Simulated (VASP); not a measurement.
# KPt (P-6m2) in VASP: notebook, part 2 of 2

VASP 6.6.1. The steps go on from the part before.

## Step 3: Single point, BLYP (volume scaled by 0.94)

The input, INCAR:

```
AGGAC = 1.0 ; AGGAX = 1.0
ALDAC = 0.0 ; ALDAX = 1.0
ALGO = Normal ; EDIFF = 1E-7
ENCUT = 520 ; GGA = B5
ISIF = 2 ; ISMEAR = -1
LASPH = T ; LCHARG = F
LREAL = F ; LWAVE = F
NBANDS = 16 ; NELM = 80
PREC = Accurate ; SIGMA = 0.05
```

The input, KPOINTS:

```
k-points
0
Gamma
  10 10 5
```

The input, POSCAR:

```
KPt
1.0
    2.9395883087      0.0000000000      0.0000000000
   -1.4697941543      2.5457581520      0.0000000000
    0.0000000000      0.0000000000      5.2364539519
Pt K
1 1
Direct
    0.6666666667      0.3333333333      0.0000000000
    0.0000000000      0.0000000000      0.5000000000
```

Potentials or basis: VASP PAW PBE potentials, release 64 (Pt, K_sv).

The run is started by

```
$ cat potpaw_PBE.64/Pt/POTCAR potpaw_PBE.64/K_sv/POTCAR > POTCAR
$ mpirun -np 1 vasp_std > vasp.out
```

OUTCAR:

```text
EDIFF = 1E-7
   ENCUT = 520
   GGA = B5
   ISIF = 2
   ISMEAR = -1
   LASPH = T
   LREAL = F
   NELM = 80
   PREC = Accurate

 ion  position               nearest neighbor table
   1  0.667  0.333  0.000-   2 3.12   2 3.12   2 3.12   2 3.12   2 3.12   2 3.12
   2  0.000  0.000  0.500-   1 3.12   1 3.12   1 3.12   1 3.12   1 3.12   1 3.12

  LATTYP: Found a hexagonal cell.
 ALAT       =     2.9395883087
 C/A-ratio  =     1.7813562316

  Lattice vectors:

 A1 = (   2.9395883087,   0.0000000000,   0.0000000000)
 A2 = (  -1.4697941543,   2.5457581520,   0.0000000000)
 A3 = (   0.0000000000,   0.0000000000,   5.2364539519)

Analysis of symmetry for initial positions (statically):
=====================================================================
 Subroutine PRICEL returns:
 Original cell was already a primitive cell.

 Routine SETGRP: Setting up the symmetry group for a
 hexagonal supercell.

 Subroutine GETGRP returns: Found 12 space group operations
 (whereof 12 operations were pure point group operations)
 out of a pool of 24 trial point group operations.

The static configuration has the point symmetry D_3h.

Analysis of symmetry for dynamics (positions and initial velocities):
=====================================================================
 Subroutine PRICEL returns:
 Original cell was already a primitive cell.

 Routine SETGRP: Setting up the symmetry group for a
 hexagonal supercell.

 Subroutine GETGRP returns: Found 12 space group operations
 (whereof 12 operations were pure point group operations)
 out of a pool of 24 trial point group operations.

The dynamic configuration has the point symmetry D_3h.

[... 110 lines left out ...]
   NUPDOWN=      -1.0000    fix difference up-down
   EMIN   =  10.00;   EMAX   =-10.00  energy-range for DOS
   EFERMI =   0.00;   METHOD = LEGACY
   ISMEAR =    -1;   SIGMA  =   0.05  broadening in eV -4-tet -1-fermi 0-gaus
   EFERMI_NEDOS =   21; number of points for ismear=-14 and -15
   IALGO  =     38    algorithm
   IMIX   =      4    mixing-type and parameters
     AMIX     =   0.40;   BMIX     =  1.00
     AMIX_MAG =   1.60;   BMIX_MAG =  1.00
  volume/ion in A,a.u.               =      19.59       132.22
  Fermi-wavevector in a.u.,A,eV,Ry     =   1.286113  2.430401 22.505207  1.654086
  Thomas-Fermi vector in A             =   2.418207
   LORBIT       =      0    0 simple, 1 ext, 2 COOP (PROOUT), +10 PAW based schemes
   GGA     = B5    functional components
   LHFCALC =     F    Hartree Fock is set to
   AEXX    =    0.0000 exact exchange contribution
   IVDW    =     0    specifies the selected vdW correction
   LEPSILON=     F    determine dielectric tensor
   LRPA    =     F    only Hartree local field effects (RPA)
 non-spin polarized calculation
  energy-cutoff  :      520.00
  volume of cell :       39.19
 maximum number of plane-waves:      1087
 NGX is ok and might be reduce to    24
   NGX = 11   NGY = 11   NGZ = 19

 number of electron      18.9999998 magnetization

 Free energy of the ion-electron system (eV)
  ---------------------------------------------------
  ext. energy  EPLUGINS =         0.00000000
  ---------------------------------------------------
  free energy    TOTEN  =        -5.38161060 eV

  energy without entropy =       -5.36971414  energy(sigma->0) =       -5.37566237

 E-fermi :   6.6331     XC(G=0): -10.4037

 val. band max:        6.6127079333   @ k =   0.3000   0.1000   0.2000
 cond. band min:       6.6543947807   @ k =   0.3000   0.1000   0.4000
 fundamental gap:      0.0416868474
 Fermi energy:         6.6331076318

 k-point     1 :       0.0000    0.0000    0.0000
  band No.  band energies     occupation
      1     -26.0193      2.00000
      2      -9.3227      2.00000
      3      -8.2510      2.00000
      4      -8.2510      2.00000
      5      -0.1137      2.00000
      6       3.0713      2.00000
[... 433 lines left out ...]
      3      -8.9619      2.00000
      4      -8.7758      2.00000
      5       2.1315      2.00000
      6       3.0898      2.00000
[... 8 lines left out ...]
     15      15.2162      0.00000
     16      15.6310      0.00000

 [... further k-points ...]

------------------------ aborting loop because EDIFF is reached ----------------------------------------

  FORCE on cell =-STRESS in cart. coord.  units (eV):
  Direction    XX          YY          ZZ          XY          YZ          ZX
  --------------------------------------------------------------------------------------
  -------------------------------------------------------------------------------------
  Total        2.6830625      2.6830625      2.4503631      0.0000000      0.0000000      0.0000000
  in kB      109.6984322    109.6984322    100.1843947      0.0000000      0.0000000      0.0000000
  external PRESSURE =     106.5270864 kB  Pullay stress =       0.0000000 kB

 VOLUME and BASIS-vectors are now :
 -----------------------------------------------------------------------------
  energy-cutoff  :      520.00
  volume of cell :       39.19
      direct lattice vectors                 reciprocal lattice vectors
     2.939588309  0.000000000  0.000000000     0.340183691  0.196405145  0.000000000
    -1.469794154  2.545758152  0.000000000     0.000000000  0.392810291  0.000000000
     0.000000000  0.000000000  5.236453952     0.000000000  0.000000000  0.190968928

 POSITION                                       TOTAL-FORCE (eV/Angst)
 -----------------------------------------------------------------------------------
      1.46979      0.84859      0.00000         0.000000      0.000000      0.000000
      0.00000      0.00000      2.61823        -0.000000      0.000000      0.000000
 -----------------------------------------------------------------------------------
    total drift:                               -0.000000      0.000000      0.000000

  FREE ENERGIE OF THE ION-ELECTRON SYSTEM (eV)
  ---------------------------------------------------
  free  energy   TOTEN  =        -5.3816105965 eV

  energy  without entropy=       -5.3697141360  energy(sigma->0) =       -5.37566237
```

OSZICAR:

```text
N       E                     dE             d eps       ncg     rms          rms(c)
DAV:   1     0.117534042520E+03    0.11753E+03   -0.94055E+03  1344   0.111E+03
DAV:   2    -0.122774300984E+01   -0.11876E+03   -0.11235E+03  1752   0.292E+02
DAV:   3    -0.574884338216E+01   -0.45211E+01   -0.44933E+01  2304   0.450E+01
DAV:   4    -0.578092108109E+01   -0.32078E-01   -0.32069E-01  1536   0.350E+00
DAV:   5    -0.578160615895E+01   -0.68508E-03   -0.68506E-03  2016   0.370E-01    0.107E+01
DAV:   6    -0.547719335747E+01    0.30441E+00   -0.89637E-01  1360   0.589E+00    0.530E+00
DAV:   7    -0.539504446522E+01    0.82149E-01   -0.12227E-01  1672   0.234E+00    0.368E+00
DAV:   8    -0.538318773207E+01    0.11857E-01   -0.78598E-02  1760   0.195E+00    0.686E-01
DAV:   9    -0.538158332656E+01    0.16044E-02   -0.63348E-03  1584   0.696E-01    0.122E-01
DAV:  10    -0.538159738739E+01   -0.14061E-04   -0.43002E-04  1752   0.154E-01    0.495E-02
DAV:  11    -0.538160912133E+01   -0.11734E-04   -0.51058E-05  1640   0.636E-02    0.626E-03
DAV:  12    -0.538161023147E+01   -0.11101E-05   -0.20432E-06  1760   0.122E-02    0.307E-03
DAV:  13    -0.538161062903E+01   -0.39756E-06   -0.51830E-07  1736   0.554E-03    0.855E-04
DAV:  14    -0.538161059655E+01    0.32485E-07   -0.25455E-08   848   0.143E-03
   1 F= -.53816106E+01 E0= -.53756624E+01  d E =-.118965E-01
```

Wall time 25 s (1 thread of Intel Xeon Platinum 8488C (Sapphire Rapids), shared host); peak memory 0.18 GiB.

What came out:

| Item | Value |
| --- | --- |
| Free energy | -5.3816 eV |
| Pressure | 10.7 GPa |

Caveat: the PAW data sets were made with another functional, which shifts forces and pressure a little; spin-orbit coupling is left out, which moves the levels of the heavy elements.

## Step 4: Single point, BLYP (volume scaled by 0.96)

The input, INCAR:

```
SYSTEM = KPt
AGGAC = 1.0 ; AGGAX = 1.0
ALDAC = 0.0 ; ALDAX = 1.0
ALGO = Normal ; EDIFF = 1E-6
ENCUT = 520 ; GGA = B5
ISIF = 2 ; ISMEAR = -1
LASPH = .True. ; LCHARG = .False.
LREAL = .False. ; LWAVE = .False.
NBANDS = 16 ; NELM = 100
PREC = Accurate ; SIGMA = 0.05
```

The input, KPOINTS:

```
k-points
0
Gamma
  10 10 5
  0 0 0
```

The input, POSCAR:

```
KPt
1.0
    2.9602903169      0.0000000000      0.0000000000
   -1.4801451584      2.5636866170      0.0000000000
    0.0000000000      0.0000000000      5.2733316032
Pt K
1 1
Direct
    0.6666666667      0.3333333333      0.0000000000
    0.0000000000      0.0000000000      0.5000000000
```

The run is started by

```
$ cat potpaw_PBE.64/Pt/POTCAR potpaw_PBE.64/K_sv/POTCAR > POTCAR
$ mpirun -np 1 vasp_std > vasp.out
```

Run time: 19 s. Hardware: 1 thread of Intel Xeon Platinum 8488C (Sapphire Rapids), shared host; peak memory 0.18 GiB.

Results (log left out):

```
Free energy : -5.4321 eV
Pressure    : 8.6 GPa
```

Stress tensor (GPa, compression positive):
```
9.03 0.00 0.00
0.00 9.03 0.00
0.00 0.00 7.85
```

Levels at points of the mesh, in eV from the Fermi level:
```
           k point  band 8  band 9  band 10  band 11  band 12  band 13
(0.00, 0.00, 0.00)   -2.51   -1.07    -1.07     1.83     1.88     5.42
(0.50, 0.00, 0.00)   -1.63    0.09     0.54     1.77     2.23     3.73
```

Caveat: the PAW data sets were made with another functional, which shifts forces and pressure a little; spin-orbit coupling is left out, which moves the levels of the heavy elements.

## Step 5: Summary

```csv
level,cell,gap on the mesh (eV),pressure (GPa)
PBE,"a = 3.001, b = 3.001, c = 5.346 Å, angles 90.0, 90.0, 120.0°, 2 atoms",none,0.5
BLYP,"a = 2.940, b = 2.940, c = 5.236 Å, angles 90.0, 90.0, 120.0°, 2 atoms",none,10.7
BLYP,"a = 2.960, b = 2.960, c = 5.273 Å, angles 90.0, 90.0, 120.0°, 2 atoms",none,8.6
```

Alike in all rows: task single point; potentials or basis VASP PAW PBE potentials, release 64 (Pt, K_sv); no spin polarisation; k mesh 10 × 10 × 5; cutoff (eV) 520; smearing fermi-dirac 0.05 eV.

Caveats: spin-orbit coupling is left out, which moves the levels of the heavy elements; the PAW data sets were made with another functional, which shifts forces and pressure a little (some runs).

Total energies depend on the potentials used, so only differences within one code and one set of settings carry meaning.
